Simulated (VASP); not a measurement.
# PtS2 (single layer cut from the bulk crystal) in VASP: single point with PBE

Aim: the single point of PtS2 (single layer cut from the bulk crystal) with PBE.

Program: VASP 6.6.1. These are calculated values, not measurements. Logs are shortened: lines on timing, memory, paths and dates and some standing lists are left out, and cuts for length are marked.

## Step 1: The cell of the first run

The cell holds a slab with vacuum, 3 atoms: a = 3.543 Å, b = 3.543 Å, c = 15.519 Å, α = 90.00°, β = 90.00°, γ = 120.00°.

## Step 2: Single point, PBE, non-collinear spin, zero start, spin-orbit coupling

Input file INCAR:

```
SYSTEM = PtS2
PREC = Accurate
ENCUT = 520
EDIFF = 1E-7
ISMEAR = 0
SIGMA = 0.05
LREAL = .False.
LASPH = .True.
NELM = 150
ALGO = Normal
ISIF = 2
LWAVE = .False.
LCHARG = .False.
MAGMOM = 0 0 0 0 0 0 0 0 0
LORBIT = 11
LSORBIT = .True.
GGA_COMPAT = .False.
LORBMOM = .True.
LMAXMIX = 4
GGA = PE
NBANDS = 35
LUSENCCL = .False.
```

Input file KPOINTS:

```
regular mesh
0
Gamma
  24 24 1
  0 0 0
```

Input file POSCAR:

```
PtS2
1.0
    3.5431994800      0.0000000000      0.0000000000
   -1.7715997400      3.0685007600      0.0000000000
    0.0000000000      0.0000000000     15.5194000000
Pt S
1 2
Direct
    0.0000000000      0.0000000000      0.5000000000
    0.3333333300      0.6666666700      0.5811693800
    0.6666666700      0.3333333300      0.4188306200
```

Potentials or basis: VASP PAW PBE potentials, release 64 (Pt, S).

Started as:

```
$ cat potpaw_PBE.64/Pt/POTCAR potpaw_PBE.64/S/POTCAR > POTCAR
$ mpirun -np 1 vasp_ncl > vasp.out
```

OUTCAR:

```text
SYSTEM = PtS2
   PREC = Accurate
   ENCUT = 520
   EDIFF = 1E-7
   ISMEAR = 0
   LREAL = .False.
   LASPH = .True.
   NELM = 150
   ISIF = 2
   LORBIT = 11
   LSORBIT = .True.
   GGA = PE

 ion  position               nearest neighbor table
   1  0.000  0.000  0.500-   2 2.40   3 2.40   2 2.40   3 2.40   3 2.40   2 2.40
   2  0.333  0.667  0.581-   1 2.40   1 2.40   1 2.40
   3  0.667  0.333  0.419-   1 2.40   1 2.40   1 2.40

  LATTYP: Found a hexagonal cell.
 ALAT       =     3.5431994800
 C/A-ratio  =     4.3800525733

  Lattice vectors:

 A1 = (   3.5431994800,   0.0000000000,   0.0000000000)
 A2 = (  -1.7715997400,   3.0685007600,   0.0000000000)
 A3 = (   0.0000000000,   0.0000000000,  15.5194000000)

Analysis of symmetry for initial positions (statically):
=====================================================================
 Subroutine PRICEL returns:
 Original cell was already a primitive cell.

 Routine SETGRP: Setting up the symmetry group for a
 hexagonal supercell.

 Subroutine GETGRP returns: Found 12 space group operations
 (whereof 12 operations were pure point group operations)
 out of a pool of 24 trial point group operations.

The static configuration has the point symmetry D_3d.

Analysis of symmetry for dynamics (positions and initial velocities):
=====================================================================
 Subroutine PRICEL returns:
 Original cell was already a primitive cell.

 Routine SETGRP: Setting up the symmetry group for a
 hexagonal supercell.

 Subroutine GETGRP returns: Found 12 space group operations
 (whereof 12 operations were pure point group operations)
 out of a pool of 24 trial point group operations.

The dynamic configuration has the point symmetry D_3d.

Analysis of structural, dynamic, and magnetic symmetry:
=====================================================================
 Subroutine PRICEL returns:
 Original cell was already a primitive cell.

 Routine SETGRP: Setting up the symmetry group for a
 hexagonal supercell.

 Subroutine GETGRP returns: Found 12 space group operations
 (whereof 12 operations were pure point group operations)
 out of a pool of 24 trial point group operations.

The overall configuration has the point symmetry D_3d.

 Subroutine INISYM returns: Found 12 space group operations
 (whereof 12 operations are pure point group operations),
 and found     1 'primitive' translations

----------------------------------------------------------------------------------------

                                     Primitive cell

  volume of cell :     168.7317

  direct lattice vectors                    reciprocal lattice vectors
     3.543199480  0.000000000  0.000000000     0.282230793  0.162946024 -0.000000000
    -1.771599740  3.068500760  0.000000000     0.000000000  0.325892049  0.000000000
     0.000000000  0.000000000 15.519400000     0.000000000 -0.000000000  0.064435481

  length of vectors
     3.543199480  3.543199480 15.519400000     0.325892049  0.325892049  0.064435481

  position of ions in fractional coordinates (direct lattice)
     0.000000000  0.000000000  0.500000000
     0.333333330  0.666666670  0.581169380
     0.666666670  0.333333330  0.418830620

  ion indices of the primitive-cell ions
   primitive index   ion index
                 1           1
                 2           2
                 3           3

----------------------------------------------------------------------------------------

 KPOINTS: regular mesh

Automatic generation of k-mesh.
 Grid dimensions read from file:
 generate k-points for:   24   24    1

 Generating k-lattice:

  Cartesian coordinates                     Fractional coordinates (reciprocal lattice)
     0.011759616  0.006789418 -0.000000000     0.041666667  0.000000000  0.000000000
     0.000000000  0.013578835  0.000000000     0.000000000  0.041666667  0.000000000
     0.000000000 -0.000000000  0.064435481     0.000000000  0.000000000  1.000000000

[... 97 lines left out ...]

 number of electron      21.9999997 magnetization      -0.0000000      0.0000000     -0.0000000

 Free energy of the ion-electron system (eV)
  ---------------------------------------------------
  ext. energy  EPLUGINS =         0.00000000
  ---------------------------------------------------
  free energy    TOTEN  =       -15.84022114 eV

  energy without entropy =      -15.84022114  energy(sigma->0) =      -15.84022114

 E-fermi :  -2.0704     XC(G=0):  -4.2241

 val. band max:       -2.3011655725   @ k =   0.1250   0.0417   0.0000
 cond. band min:      -0.5458856268   @ k =   0.2500   0.0000   0.0000
 fundamental gap:      1.7552799457
 Fermi energy:        -2.0704079443

 k-point     1 :       0.0000    0.0000    0.0000
  band No.  band energies     occupation
      1     -16.3138      1.00000
      2     -16.3138      1.00000
      3     -14.2085      1.00000
      4     -14.2085      1.00000
      5      -8.0823      1.00000
      6      -8.0823      1.00000
[... 877 lines left out ...]
     33       6.6650      0.00000
     34       6.6650      0.00000

 [... further k-points ...]

 [bands above 34 left out]

------------------------ aborting loop because EDIFF is reached ----------------------------------------

  FORCE on cell =-STRESS in cart. coord.  units (eV):
  Direction    XX          YY          ZZ          XY          YZ          ZX
  --------------------------------------------------------------------------------------
  -------------------------------------------------------------------------------------
  Total        0.2379105      0.2379105     -0.4409606     -0.0000000     -0.0000000     -0.0000000
  in kB        2.2590585      2.2590585     -4.1871022     -0.0000000     -0.0000000     -0.0000000
  external PRESSURE =       0.1103383 kB  Pullay stress =       0.0000000 kB

 VOLUME and BASIS-vectors are now :
 -----------------------------------------------------------------------------
  energy-cutoff  :      520.00
  volume of cell :      168.73
      direct lattice vectors                 reciprocal lattice vectors
     3.543199480  0.000000000  0.000000000     0.282230793  0.162946024 -0.000000000
    -1.771599740  3.068500760  0.000000000     0.000000000  0.325892049  0.000000000
     0.000000000  0.000000000 15.519400000     0.000000000 -0.000000000  0.064435481

 POSITION                                       TOTAL-FORCE (eV/Angst)
 -----------------------------------------------------------------------------------
      0.00000      0.00000      7.75970        -0.000000      0.000000      0.000000
     -0.00000      2.04567      9.01940        -0.000000      0.000000     -0.163992
      1.77160      1.02283      6.50000         0.000000     -0.000000      0.163992
 -----------------------------------------------------------------------------------
    total drift:                               -0.000000      0.000000      0.000000

  FREE ENERGIE OF THE ION-ELECTRON SYSTEM (eV)
  ---------------------------------------------------
  free  energy   TOTEN  =       -15.8402211357 eV

  energy  without entropy=      -15.8402211357  energy(sigma->0) =      -15.84022114

 orbital moment (x)

 # of ion     p       d       tot
 ----------------------------------------
  1         0.000   0.000   0.000
  2         0.000   0.000   0.000
  3         0.000   0.000   0.000
 ----------------------------------------
            0.000   0.000   0.000

 orbital moment (y)

 # of ion     p       d       tot
 ----------------------------------------
  1        -0.000   0.000  -0.000
  2        -0.000   0.000  -0.000
  3        -0.000   0.000  -0.000
 ----------------------------------------
           -0.000   0.000  -0.000

 orbital moment (z)

 # of ion     p       d       tot
 ----------------------------------------
  1         0.000   0.000   0.000
  2         0.000   0.000   0.000
  3         0.000   0.000   0.000
 ----------------------------------------
            0.000   0.000   0.000

 Spin-Orbit-Coupling matrix elements

 Ion:    1  E_soc:     -0.7771924
 l=   1
     0.0000000    -0.0332735    -0.0349985
    -0.0332735     0.0000000    -0.0332735
    -0.0349985    -0.0332735     0.0000000
 l=   2
     0.0000000    -0.0215402     0.0000000    -0.0215402    -0.0711092
    -0.0215402     0.0000000    -0.0518797    -0.0260215    -0.0215402
     0.0000000    -0.0518797     0.0000000    -0.0518797     0.0000000
    -0.0215402    -0.0260215    -0.0518797     0.0000000    -0.0215402
    -0.0711092    -0.0215402     0.0000000    -0.0215402     0.0000000
 l=   3
     0.0000000     0.0000000     0.0000000     0.0000000     0.0000000     0.0000000     0.0000000
     0.0000000     0.0000000     0.0000000     0.0000000     0.0000000     0.0000000     0.0000000
     0.0000000     0.0000000     0.0000000     0.0000000     0.0000000     0.0000000     0.0000000
     0.0000000     0.0000000     0.0000000     0.0000000     0.0000000     0.0000000     0.0000000
[... 29 lines left out ...]
 l=   2
     0.0000000     0.0000000     0.0000000     0.0000000     0.0000000
     0.0000000     0.0000000     0.0000000     0.0000000     0.0000000
     0.0000000     0.0000000     0.0000000     0.0000000     0.0000000
     0.0000000     0.0000000     0.0000000     0.0000000     0.0000000
     0.0000000     0.0000000     0.0000000     0.0000000     0.0000000
 l=   3
     0.0000000     0.0000000     0.0000000     0.0000000     0.0000000     0.0000000     0.0000000
     0.0000000     0.0000000     0.0000000     0.0000000     0.0000000     0.0000000     0.0000000
     0.0000000     0.0000000     0.0000000     0.0000000     0.0000000     0.0000000     0.0000000
     0.0000000     0.0000000     0.0000000     0.0000000     0.0000000     0.0000000     0.0000000
     0.0000000     0.0000000     0.0000000     0.0000000     0.0000000     0.0000000     0.0000000
     0.0000000     0.0000000     0.0000000     0.0000000     0.0000000     0.0000000     0.0000000
     0.0000000     0.0000000     0.0000000     0.0000000     0.0000000     0.0000000     0.0000000

 total charge

# of ion       s       p       d       tot
------------------------------------------
    1        0.688   0.776   7.935   9.399
    2        1.359   2.276   0.000   3.635
    3        1.359   2.276   0.000   3.635
--------------------------------------------------
tot          3.406   5.328   7.935  16.669

 magnetization (x)

# of ion       s       p       d       tot
------------------------------------------
    1        0.000   0.000   0.000   0.000
    2        0.000   0.000   0.000   0.000
    3        0.000   0.000   0.000   0.000
--------------------------------------------------
tot          0.000   0.000   0.000   0.000

 magnetization (y)

# of ion       s       p       d       tot
------------------------------------------
    1        0.000   0.000  -0.000  -0.000
    2       -0.000   0.000   0.000   0.000
    3        0.000  -0.000   0.000  -0.000
--------------------------------------------------
tot          0.000   0.000  -0.000  -0.000

 magnetization (z)

# of ion       s       p       d       tot
------------------------------------------
    1        0.000   0.000   0.000   0.000
    2        0.000   0.000   0.000   0.000
    3        0.000   0.000   0.000   0.000
--------------------------------------------------
tot          0.000   0.000   0.000   0.000
```

Wall time 2.9 min (1 × NVIDIA H100 80GB with 1 thread of AMD EPYC 7R13 (Zen 3), shared host); peak memory 1.9 GiB.

Results:

```
Free energy                                           : -15.8402 eV
Largest force                                         : 0.164 eV/Å
Net moment                                            : 0.00 μB per cell
Valence electrons inside the program's atomic spheres : Pt 9.40; S 3.63
```

Forces on the atoms (eV/Å):
```
Pt   0.000  0.000  0.000
S    0.000  0.000 -0.164
S    0.000  0.000  0.164
```

Moments on the atoms (μB; x, y, z):
```
Pt  0.00 0.00 0.00
S   0.00 0.00 0.00
S   0.00 0.00 0.00
```
